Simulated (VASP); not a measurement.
# InP (k06) (F-43m) in VASP: single point with PBEsol

Aim: the single point of InP (k06) with PBEsol.

All numbers are computed with VASP 6.6.1; they aren't measurements. Logs are shortened: lines on timing, memory, paths and dates and some standing lists are left out, and cuts for length are marked.

### 1 The cell of the first run

The structure is cubic, space group F-43m (No. 216). Conventional cell: a = 5.879 Å, b = 5.879 Å, c = 5.879 Å, α = 90.00°, β = 90.00°, γ = 90.00°. Within 3.4 Å of In (site symmetry -43m) lie 4 P at 2.55 Å. Within 3.4 Å of P (site symmetry -43m) lie 4 In at 2.55 Å.

### 2 Single point, PBEsol

File INCAR:

```
SYSTEM = InP
  ALGO = Normal
  EDIFF = 1E-6
  ENCUT = 520
  GGA = PS
  ISIF = 2
  ISMEAR = 0
  LASPH = .True.
  LCHARG = .True.
  LELF = .True.
  LREAL = .False.
  LVHAR = .True.
  LWAVE = .False.
  NBANDS = 16
  NELM = 100
  PREC = Accurate
  SIGMA = 0.02
```

File KPOINTS:

```
k-points
0
Gamma
  16 16 16
  0 0 0
```

File POSCAR:

```
InP
1.0
    0.0000000000      2.9395031541      2.9395031541
    2.9395031541      0.0000000000      2.9395031541
    2.9395031541      2.9395031541      0.0000000000
In P
1 1
Direct
    0.0000000000      0.0000000000      0.0000000000
    0.7500000000      0.7500000000      0.7500000000
```

Potentials or basis: VASP PAW PBE potentials, release 64 (In_d, P).

Started as:

```sh
$ cat potpaw_PBE.64/In_d/POTCAR potpaw_PBE.64/P/POTCAR > POTCAR
$ mpirun -np 1 vasp_std > vasp.out
```

OUTCAR:

```text
SYSTEM = InP
   EDIFF = 1E-6
   ENCUT = 520
   GGA = PS
   ISIF = 2
   ISMEAR = 0
   LASPH = .True.
   LREAL = .False.
   NELM = 100
   PREC = Accurate

 ion  position               nearest neighbor table
   1  0.000  0.000  0.000-   2 2.55   2 2.55   2 2.55   2 2.55
   2  0.750  0.750  0.750-   1 2.55   1 2.55   1 2.55   1 2.55

  LATTYP: Found a face centered cubic cell.
 ALAT       =     5.8790063082

  Lattice vectors:

 A1 = (   0.0000000000,   2.9395031541,   2.9395031541)
 A2 = (   2.9395031541,   0.0000000000,   2.9395031541)
 A3 = (   2.9395031541,   2.9395031541,   0.0000000000)

Analysis of symmetry for initial positions (statically):
=====================================================================
 Subroutine PRICEL returns:
 Original cell was already a primitive cell.

 Routine SETGRP: Setting up the symmetry group for a
 face centered cubic supercell.

 Subroutine GETGRP returns: Found 24 space group operations
 (whereof 24 operations were pure point group operations)
 out of a pool of 48 trial point group operations.

The static configuration has the point symmetry T_d .

Analysis of symmetry for dynamics (positions and initial velocities):
=====================================================================
 Subroutine PRICEL returns:
 Original cell was already a primitive cell.

 Routine SETGRP: Setting up the symmetry group for a
 face centered cubic supercell.

 Subroutine GETGRP returns: Found 24 space group operations
 (whereof 24 operations were pure point group operations)
 out of a pool of 48 trial point group operations.

The dynamic configuration has the point symmetry T_d .

 Subroutine INISYM returns: Found 24 space group operations
 (whereof 24 operations are pure point group operations),
 and found     1 'primitive' translations

----------------------------------------------------------------------------------------

                                     Primitive cell

  volume of cell :      50.7986

  direct lattice vectors                    reciprocal lattice vectors
     0.000000000  2.939503154  2.939503154    -0.170096773  0.170096773  0.170096773
     2.939503154  0.000000000  2.939503154     0.170096773 -0.170096773  0.170096773
     2.939503154  2.939503154  0.000000000     0.170096773  0.170096773 -0.170096773

  length of vectors
     4.157085227  4.157085227  4.157085227     0.294616253  0.294616253  0.294616253

  position of ions in fractional coordinates (direct lattice)
     0.000000000  0.000000000  0.000000000
     0.750000000  0.750000000  0.750000000

  ion indices of the primitive-cell ions
   primitive index   ion index
                 1           1
                 2           2

----------------------------------------------------------------------------------------

 KPOINTS: k-points

Automatic generation of k-mesh.
 Grid dimensions read from file:
 generate k-points for:   16   16   16

 Generating k-lattice:

  Cartesian coordinates                     Fractional coordinates (reciprocal lattice)
    -0.010631048  0.010631048  0.010631048     0.062500000  0.000000000  0.000000000
     0.010631048 -0.010631048  0.010631048     0.000000000  0.062500000  0.000000000
     0.010631048  0.010631048 -0.010631048     0.000000000  0.000000000  0.062500000

  Length of vectors
     0.018413516  0.018413516  0.018413516

  Shift w.r.t. Gamma in fractional coordinates (k-lattice)
     0.000000000  0.000000000  0.000000000

 Subroutine IBZKPT returns following result:
 ===========================================

 Found    145 irreducible k-points:

 Following reciprocal coordinates:
            Coordinates               Weight
  0.000000  0.000000  0.000000      1.000000
  0.062500  0.000000  0.000000      8.000000
  0.125000  0.000000  0.000000      8.000000
  0.187500  0.000000  0.000000      8.000000
  0.250000  0.000000  0.000000      8.000000
  0.312500  0.000000  0.000000      8.000000
[... 16 lines left out ...]
 -0.125000  0.062500  0.000000     24.000000
 -0.062500  0.062500  0.000000     12.000000
 [... further k-points ...]
   k-points           NKPTS =    145   k-points in BZ     NKDIM =    145   number of bands    NBANDS=     16
   number of dos      NEDOS =    301   number of ions     NIONS =      2
   total plane-waves  NPLWV =  32768
   dimension x,y,z NGX =    32 NGY =   32 NGZ =   32
   dimension x,y,z NGXF=    64 NGYF=   64 NGZF=   64
   ions per type =               1   1
   NGX,Y,Z   is equivalent  to a cutoff of  12.80, 12.80, 12.80 a.u.
   NGXF,Y,Z  is equivalent  to a cutoff of  25.59, 25.59, 25.59 a.u.
 SYSTEM =  InP
   PREC   = accura    normal or accurate (medium, high low for compatibility)
   ISTART =      0    job   : 0-new  1-cont  2-samecut
   ICHARG =      2    charge: 1-file 2-atom 10-const
   ISPIN  =      1    spin polarized calculation?
   LNONCOLLINEAR =      F non collinear calculations
   LSORBIT =      F    spin-orbit coupling
   LASPH  =      T    aspherical Exc in radial PAW
   ENCUT  =  520.0 eV  38.22 Ry    6.18 a.u.   7.73  7.73  7.73*2*pi/ulx,y,z
   NELM   =    100;   NELMIN=  2; NELMDL= -5     # of ELM steps
   EDIFF  = 0.1E-05   stopping-criterion for ELM
   LREAL  =      F    real-space projection
   EDIFFG = 0.1E-04   stopping-criterion for IOM
   NSW    =      0    number of steps for IOM
   IBRION =     -1    ionic relax: 0-MD 1-quasi-New 2-CG
   NFREE  =      0    steps in history (QN), initial steepest desc. (CG)
   ISIF   =      2    stress and relaxation
   ISYM   =      2    0-nonsym 1-usesym 2-fastsym
   POTIM  = 0.5000    time-step for ionic-motion
   TEBEG  =    0.0;   TEEND  =   0.0 temperature during run
   PSTRESS=    0.0 pullay stress
   NELECT =      18.0000    total number of electrons
   NUPDOWN=      -1.0000    fix difference up-down
   EMIN   =  10.00;   EMAX   =-10.00  energy-range for DOS
   EFERMI =   0.00;   METHOD = LEGACY
   ISMEAR =     0;   SIGMA  =   0.02  broadening in eV -4-tet -1-fermi 0-gaus
   EFERMI_NEDOS =   21; number of points for ismear=-14 and -15
   IALGO  =     38    algorithm
   IMIX   =      4    mixing-type and parameters
     AMIX     =   0.40;   BMIX     =  1.00
     AMIX_MAG =   1.60;   BMIX_MAG =  1.00
  volume/ion in A,a.u.               =      25.40       171.40
  Fermi-wavevector in a.u.,A,eV,Ry     =   1.158462  2.189175 18.259479  1.342034
  Thomas-Fermi vector in A             =   2.295064
   LORBIT       =      0    0 simple, 1 ext, 2 COOP (PROOUT), +10 PAW based schemes
   GGA     = PS    functional components
   LHFCALC =     F    Hartree Fock is set to
   AEXX    =    0.0000 exact exchange contribution
   IVDW    =     0    specifies the selected vdW correction
   LEPSILON=     F    determine dielectric tensor
   LRPA    =     F    only Hartree local field effects (RPA)
 non-spin polarized calculation
 Gauss-broadening in eV      SIGMA  =   0.02
  energy-cutoff  :      520.00
  volume of cell :       50.80
 maximum number of plane-waves:      1384
   NGX = 15   NGY = 15   NGZ = 15

 number of electron      18.0000007 magnetization

 Free energy of the ion-electron system (eV)
  ---------------------------------------------------
  ext. energy  EPLUGINS =         0.00000000
  ---------------------------------------------------
  free energy    TOTEN  =        -9.15729811 eV

  energy without entropy =       -9.15729811  energy(sigma->0) =       -9.15729811

 E-fermi :   5.1456     XC(G=0):  -9.4392

 val. band max:        4.9896860841   @ k =   0.0000   0.0000   0.0000
 cond. band min:       5.5557541991   @ k =   0.0000   0.0000   0.0000
 fundamental gap:      0.5660681150
 Fermi energy:         5.1456477675

 k-point     1 :       0.0000    0.0000    0.0000
  band No.  band energies     occupation
      1      -9.1389      2.00000
      2      -9.1389      2.00000
      3      -9.1389      2.00000
      4      -8.9887      2.00000
      5      -8.9887      2.00000
      6      -6.4950      2.00000
[... 8 lines left out ...]
     15      14.4056      0.00000
     16      14.4056      0.00000

 k-point     2 :       0.0625    0.0000    0.0000
  band No.  band energies     occupation
      1      -9.1438      2.00000
      2      -9.1370      2.00000
      3      -9.1370      2.00000
      4      -8.9888      2.00000
      5      -8.9888      2.00000
      6      -6.4501      2.00000
[... 8 lines left out ...]
     15      14.1452      0.00000
     16      14.1452      0.00000

 k-point     3 :       0.1250    0.0000    0.0000
  band No.  band energies     occupation
      1      -9.1576      2.00000
      2      -9.1316      2.00000
      3      -9.1316      2.00000
      4      -8.9887      2.00000
      5      -8.9887      2.00000
      6      -6.3174      2.00000
[... 8 lines left out ...]
     15      13.7361      0.00000
     16      14.0992      0.00000

 k-point     4 :       0.1875    0.0000    0.0000
  band No.  band energies     occupation
      1      -9.1776      2.00000
      2      -9.1240      2.00000
      3      -9.1240      2.00000
      4      -8.9880      2.00000
      5      -8.9880      2.00000
      6      -6.1036      2.00000
[... 8 lines left out ...]
     15      13.4823      0.00000
     16      14.1994      0.00000
[... 324 lines left out ...]
 k-point    22 :      -0.1875    0.0625    0.0000
  band No.  band energies     occupation
      1      -9.1891      2.00000
      2      -9.1214      2.00000
      3      -9.1169      2.00000
      4      -8.9911      2.00000
      5      -8.9844      2.00000
      6      -5.9792      2.00000
[... 8 lines left out ...]
     15      13.7092      0.00000
     16      14.5438      0.00000

 k-point    23 :      -0.1250    0.0625    0.0000
  band No.  band energies     occupation
      1      -9.1686      2.00000
      2      -9.1291      2.00000
      3      -9.1247      2.00000
      4      -8.9911      2.00000
      5      -8.9862      2.00000
      6      -6.2162      2.00000
[... 8 lines left out ...]
     15      13.7855      0.00000
     16      14.4942      0.00000

 k-point    24 :      -0.0625    0.0625    0.0000
  band No.  band energies     occupation
      1      -9.1526      2.00000
      2      -9.1348      2.00000
      3      -9.1319      2.00000
      4      -8.9901      2.00000
      5      -8.9875      2.00000
      6      -6.3759      2.00000
[... 8 lines left out ...]
     15      13.9037      0.00000
     16      14.0845      0.00000

 [... further k-points ...]

------------------------ aborting loop because EDIFF is reached ----------------------------------------

  FORCE on cell =-STRESS in cart. coord.  units (eV):
  Direction    XX          YY          ZZ          XY          YZ          ZX
  --------------------------------------------------------------------------------------
  -------------------------------------------------------------------------------------
  Total       -0.0100885     -0.0100885     -0.0100885      0.0000000      0.0000000      0.0000000
  in kB       -0.3181894     -0.3181894     -0.3181894      0.0000000      0.0000000      0.0000000
  external PRESSURE =      -0.3181894 kB  Pullay stress =       0.0000000 kB

 VOLUME and BASIS-vectors are now :
 -----------------------------------------------------------------------------
  energy-cutoff  :      520.00
  volume of cell :       50.80
      direct lattice vectors                 reciprocal lattice vectors
     0.000000000  2.939503154  2.939503154    -0.170096773  0.170096773  0.170096773
     2.939503154  0.000000000  2.939503154     0.170096773 -0.170096773  0.170096773
     2.939503154  2.939503154  0.000000000     0.170096773  0.170096773 -0.170096773

 POSITION                                       TOTAL-FORCE (eV/Angst)
 -----------------------------------------------------------------------------------
      0.00000      0.00000      0.00000        -0.000000     -0.000000     -0.000000
      4.40925      4.40925      4.40925         0.000000      0.000000      0.000000
 -----------------------------------------------------------------------------------
    total drift:                                0.000000      0.000000      0.000000

  FREE ENERGIE OF THE ION-ELECTRON SYSTEM (eV)
  ---------------------------------------------------
  free  energy   TOTEN  =        -9.1572981062 eV

  energy  without entropy=       -9.1572981062  energy(sigma->0) =       -9.15729811
```

It took 88 s on 1 thread of AMD EPYC 7R43 (Zen 3), shared host; peak memory 0.22 GiB.

Results:

```
Free energy            : -9.1573 eV
Pressure               : 0.0 GPa
Band gap on the k mesh : 0.57 eV, direct
```

Caveat: the PAW data sets were made with another functional, which shifts forces and pressure a little; spin-orbit coupling is left out, which moves the levels of the heavy elements. Expect the measured gap to be larger: semilocal functionals such as PBEsol lack the derivative discontinuity.
